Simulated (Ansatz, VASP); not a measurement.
## BaTiO3: VASP beside Ansatz

```xyz
10
Lattice="4.0212 4.0212 0.0000 0.0000 4.0212 4.0212 4.0212 0.0000 4.0212" Properties=species:S:1:pos:R:3 pbc="T T T"
Ba    0.0000    0.0000    0.0000
Ba    4.0212    4.0212    4.0212
Ti    2.0106    2.0106    2.0106
Ti    6.0318    6.0318    6.0318
O     0.0000    2.0106    2.0106
O     4.0212    2.0106    2.0106
O     2.0106    0.0000    2.0106
O     2.0106    4.0212    2.0106
O     2.0106    2.0106    4.0212
O     2.0106    2.0106    0.0000
```

Alike in both runs: task single point; functional r2SCAN; k mesh 4 × 4 × 4; occupations fermi-dirac, width 0.0332 eV; no spin polarisation; Hubbard terms Ti d U = 2.45 eV.

|  | VASP | Ansatz |
| --- | --- | --- |
| version | VASP 6.6.1 | Ansatz 0.2.0 |
| potentials or method | VASP PAW PBE potentials, release 64 (Ba_sv, Ti_sv, O), cutoff 520 eV | PAW plane waves |
| valence electrons in the cell | 80 | 80 |

|  | VASP | Ansatz | Ansatz less VASP |
| --- | --- | --- | --- |
| gap on the k mesh at the Fermi level (eV) | 2.41 | 2.41 | -0.001 |
| pressure (GPa) | 0.2 | -2.8 | -2.94 |

VASP's potentials were made for PBE, not for r2SCAN. The programs project onto different local orbitals, so the same U acts differently, and such runs can settle in different states.

Spin-orbit coupling is off throughout.
